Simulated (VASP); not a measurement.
# Al8SiP7H (a cell with a defect) in VASP: single point with PBEsol

Aim: the single point of Al8SiP7H (a cell with a defect) with PBEsol.

Program: VASP 6.6.1. These are calculated values, not measurements. Logs are shortened: lines on timing, memory, paths and dates and some standing lists are left out, and cuts for length are marked.

**1. The cell of the first run**

The cell holds a defect, 17 atoms: a = 7.736 Å, b = 7.736 Å, c = 7.736 Å, α = 60.00°, β = 60.00°, γ = 60.00°.

**2. Single point, PBEsol, collinear spin**

The input, INCAR:

```
PREC = Accurate
ENCUT = 400
EDIFF = 1E-6
ISMEAR = -1
SIGMA = 0.05
LREAL = False
LASPH = True
NELM = 200
ALGO = Normal
ISIF = 2
LWAVE = False
LCHARG = False
ISPIN = 2
MAGMOM = 0.059 0.059 0.059 0.059 0.059 0.059 0.059 0.059 0.059 0.059 0.059 0.059 0.059 0.059 0.059 0.059 0.059
LORBIT = 11
GGA = PS
NBANDS = 50
GGA_COMPAT = False
```

The input, KPOINTS:

```
Automatic mesh
0
Gamma
  2 2 2
  0.5 0.5 0.5
```

The input, POSCAR:

```
Al8SiP7H
1.0
    0.0000000000      5.4700000000      5.4700000000
    5.4700000000      0.0000000000      5.4700000000
    5.4700000000      5.4700000000      0.0000000000
Al P Si H
8 7 1 1
Direct
    0.0036300000      0.0016840000      0.9948550000
    0.5000680000      0.5036250000      0.5005050000
    0.9902910000      0.0096810000      0.5029990000
    0.4886430000      0.4894960000      0.0346770000
    0.0052600000      0.4990570000      0.9974640000
    0.5071360000      0.9960570000      0.4990470000
    0.5003400000      0.9967940000      0.0029820000
    0.9971890000      0.4989270000      0.5009280000
    0.1300090000      0.1254440000      0.1205860000
    0.1219780000      0.1220360000      0.6267980000
    0.6220660000      0.6270070000      0.1254410000
    0.1177740000      0.6212390000      0.1340020000
    0.6277370000      0.1252500000      0.6232120000
    0.6196810000      0.1241080000      0.1309470000
    0.1254600000      0.6244790000      0.6238670000
    0.6325760000      0.6393770000      0.5879720000
    0.5570500000      0.5670740000      0.8138780000
```

Potentials or basis: VASP PAW PBE potentials, release 64 (Al, P, Si, H).

Launch:

```bash
$ cat potpaw_PBE.64/Al/POTCAR potpaw_PBE.64/P/POTCAR potpaw_PBE.64/Si/POTCAR potpaw_PBE.64/H/POTCAR > POTCAR
$ mpirun -np 1 vasp_std > vasp.out
```

OUTCAR:

```text
PREC = Accurate
   ENCUT = 400
   EDIFF = 1E-6
   ISMEAR = -1
   LREAL = False
   LASPH = True
   NELM = 200
   ISIF = 2
   ISPIN = 2
   LORBIT = 11
   GGA = PS

 ion  position               nearest neighbor table
   1  0.004  0.002  0.995-  10 2.33   9 2.37  12 2.40  14 2.43
   2  0.500  0.504  0.501-  16 2.26  15 2.37  11 2.37  13 2.39
   3  0.990  0.010  0.503-  13 2.29  10 2.32   9 2.42  15 2.43
   4  0.489  0.489  0.035-  17 1.40  11 2.29  14 2.31  12 2.35  16 2.82
   5  0.005  0.499  0.997-  12 2.35   9 2.36  15 2.36  11 2.42
   6  0.507  0.996  0.499-  16 2.26  14 2.33  13 2.36  10 2.43
   7  0.500  0.997  0.003-  11 2.34   9 2.34  14 2.37  13 2.40
   8  0.997  0.499  0.501-  16 2.31  12 2.32  15 2.38  10 2.38
   9  0.130  0.125  0.121-   7 2.34   5 2.36   1 2.37   3 2.42
  10  0.122  0.122  0.627-   3 2.32   1 2.33   8 2.38   6 2.43
  11  0.622  0.627  0.125-   4 2.29   7 2.34   2 2.37   5 2.42
  12  0.118  0.621  0.134-   8 2.32   5 2.35   4 2.35   1 2.40
  13  0.628  0.125  0.623-   3 2.29   6 2.36   2 2.39   7 2.40
  14  0.620  0.124  0.131-   4 2.31   6 2.33   7 2.37   1 2.43
  15  0.125  0.624  0.624-   5 2.36   2 2.37   8 2.38   3 2.43
  16  0.633  0.639  0.588-  17 1.43   2 2.26   6 2.26   8 2.31   4 2.82
  17  0.557  0.567  0.814-   4 1.40  16 1.43

  LATTYP: Found a face centered cubic cell.
 ALAT       =    10.9400000000

  Lattice vectors:

 A1 = (   0.0000000000,   5.4700000000,   5.4700000000)
 A2 = (   5.4700000000,   0.0000000000,   5.4700000000)
 A3 = (   5.4700000000,   5.4700000000,   0.0000000000)

Analysis of symmetry for initial positions (statically):
=====================================================================
 Subroutine PRICEL returns:
 Original cell was already a primitive cell.

 Routine SETGRP: Setting up the symmetry group for a
 face centered cubic supercell.

 Subroutine GETGRP returns: Found  1 space group operations
 (whereof  1 operations were pure point group operations)
 out of a pool of 48 trial point group operations.

The static configuration has the point symmetry C_1 .

Analysis of symmetry for dynamics (positions and initial velocities):
=====================================================================
 Subroutine PRICEL returns:
 Original cell was already a primitive cell.

 Routine SETGRP: Setting up the symmetry group for a
 face centered cubic supercell.

 Subroutine GETGRP returns: Found  1 space group operations
 (whereof  1 operations were pure point group operations)
 out of a pool of 48 trial point group operations.

The dynamic configuration has the point symmetry C_1 .

Analysis of structural, dynamic, and magnetic symmetry:
=====================================================================
 Subroutine PRICEL returns:
[... 178 lines left out ...]

 E-fermi :   5.5484     XC(G=0):  -9.3649

 val. band max:        4.8114264858   @ k =   0.0000   0.0000  -0.2500
 cond. band min:       6.3051193688   @ k =   0.0000   0.2500   0.0000
 fundamental gap:      1.4936928830
 Fermi energy:         5.5484489329

 spin component 1

 k-point     1 :       0.2500    0.2500    0.2500
  band No.  band energies     occupation
      1      -6.8229      1.00000
      2      -5.6961      1.00000
      3      -5.3298      1.00000
      4      -5.2722      1.00000
      5      -5.0459      1.00000
      6      -4.7996      1.00000
[... 741 lines left out ...]
     43       9.2382      0.00000
     44       9.3416      0.00000
 Fermi energy:         5.5484489329

 spin component 2

 k-point     1 :       0.2500    0.2500    0.2500
  band No.  band energies     occupation
      1      -6.8229      1.00000
      2      -5.6961      1.00000
      3      -5.3298      1.00000
      4      -5.2722      1.00000
      5      -5.0458      1.00000
      6      -4.7996      1.00000
[... 741 lines left out ...]
     43       9.2383      0.00000
     44       9.3417      0.00000
 [bands above 44 left out]

------------------------ aborting loop because EDIFF is reached ----------------------------------------

  FORCE on cell =-STRESS in cart. coord.  units (eV):
  Direction    XX          YY          ZZ          XY          YZ          ZX
  --------------------------------------------------------------------------------------
  -------------------------------------------------------------------------------------
  Total        9.0968808      9.1175812      9.3582266      2.8489977     -1.5057259     -0.6942054
  in kB       44.5257365     44.6270569     45.8049236     13.9447494     -7.3699499     -3.3978689
  external PRESSURE =      44.9859056 kB  Pullay stress =       0.0000000 kB

 VOLUME and BASIS-vectors are now :
 -----------------------------------------------------------------------------
  energy-cutoff  :      400.00
  volume of cell :      327.33
      direct lattice vectors                 reciprocal lattice vectors
     0.000000000  5.470000000  5.470000000    -0.091407678  0.091407678  0.091407678
     5.470000000  0.000000000  5.470000000     0.091407678 -0.091407678  0.091407678
     5.470000000  5.470000000  0.000000000     0.091407678  0.091407678 -0.091407678

 POSITION                                       TOTAL-FORCE (eV/Angst)
 -----------------------------------------------------------------------------------
      5.45107      5.46171      0.02907         0.295341      0.117747     -0.334964
      5.49259      5.47313      5.49020        -0.879897     -0.848450     -1.397558
      2.80436      8.16830      5.46985        -0.988101      0.351784      0.063242
      2.86723      2.86256      5.35042         2.336621      2.173465     -2.641958
      8.18597      5.48490      2.75861        -0.115180     -0.305986     -0.208659
      8.17822      5.50382      8.22247         1.519372     -0.876569      0.418500
[... 9 lines left out ...]
      6.71360      6.67640      6.95758        -0.784154     -0.006051      0.849725
      7.55381      7.49898      6.14896        -1.234971     -1.434293      1.297676
 -----------------------------------------------------------------------------------
    total drift:                                0.000170      0.000006      0.000185

  FREE ENERGIE OF THE ION-ELECTRON SYSTEM (eV)
  ---------------------------------------------------
  free  energy   TOTEN  =       -87.7135784573 eV

  energy  without entropy=      -87.7135783032  energy(sigma->0) =      -87.71357838

 total charge

# of ion       s       p       d       tot
------------------------------------------
    1        0.394   0.377   0.000   0.771
    2        0.410   0.417   0.000   0.827
    3        0.396   0.387   0.000   0.783
    4        0.416   0.436   0.000   0.852
    5        0.395   0.382   0.000   0.777
    6        0.410   0.417   0.000   0.827
[... 9 lines left out ...]
   16        0.795   1.073   0.000   1.868
   17        0.715   0.019   0.000   0.734
--------------------------------------------------
tot         11.799  15.397   0.000  27.196

 magnetization (x)

# of ion       s       p       d       tot
------------------------------------------
    1        0.000   0.000   0.000   0.000
    2        0.000   0.000   0.000   0.000
    3        0.000   0.000   0.000   0.000
    4        0.000   0.000   0.000   0.000
    5        0.000   0.000   0.000   0.000
    6        0.000   0.000   0.000   0.000
[... 9 lines left out ...]
   16        0.000   0.000   0.000   0.000
   17        0.000  -0.000   0.000   0.000
--------------------------------------------------
tot          0.000   0.000   0.000   0.000
```

stdout:

```text
POSCAR found type information on POSCAR AlP SiH
 POSCAR found :  4 types and      17 ions
 scaLAPACK will be used
 -----------------------------------------------------------------------------
|                                                                             |
|                                                                             |
|     You have a (more or less) 'large supercell' and for larger cells it     |
|     might be more efficient to use real-space projection operators.         |
|     Therefore, try LREAL= Auto in the INCAR file.                           |
|     Mind: For very accurate calculation, you might also keep the            |
|     reciprocal projection scheme (i.e. LREAL=.FALSE.).                      |
|                                                                             |
 -----------------------------------------------------------------------------

 -----------------------------------------------------------------------------
|                                                                             |
|                                                                             |
|     You enforced a specific xc type in the INCAR file but a different       |
|     I HOPE YOU KNOW WHAT YOU ARE DOING!                                     |
|                                                                             |
 -----------------------------------------------------------------------------

 LDA part: xc-table for (Slater+PW92), standard interpolation
 POSCAR, INCAR and KPOINTS ok, starting setup
 FFT: planning ... GRIDC
 FFT: planning ... GRID_SOFT
 FFT: planning ... GRID
 WAVECAR not read
 entering main loop
```

It took 10 min on 1 thread of Intel Xeon Platinum 8488C (Sapphire Rapids), shared host; peak memory 0.59 GiB.

What came out:

* Free energy: -87.7136 eV
* Pressure: 4.5 GPa
* Largest force: 4.143 eV/Å
* Band gap on the k mesh: 1.49 eV
* Net moment: 0.00 μB per cell
* Valence electrons inside the program's atomic spheres: Al 0.77, 0.83, 0.78, 0.85, 0.82 (each value once); P 2.59, 2.60, 2.58 (each value once); Si 1.87; H 0.73

Forces on the atoms (eV/Å):
```
Al   0.295  0.118 -0.335
Al  -0.880 -0.848 -1.398
Al  -0.988  0.352  0.063
Al   2.337  2.173 -2.642
Al  -0.115 -0.306 -0.209
Al   1.519 -0.877  0.418
Al  -0.049 -0.319  0.328
Al  -0.198  1.173  0.268
P    0.287 -0.011 -0.405
P   -0.071  0.205  0.639
P   -0.133  0.549  0.372
P   -0.103 -0.331  0.595
P    0.555 -0.321 -0.365
P   -0.609  0.140  0.385
P    0.172 -0.258  0.137
Si  -0.784 -0.006  0.850
H   -1.235 -1.434  1.298
```

Caveat: the PAW data sets were made with another functional, which shifts forces and pressure a little.
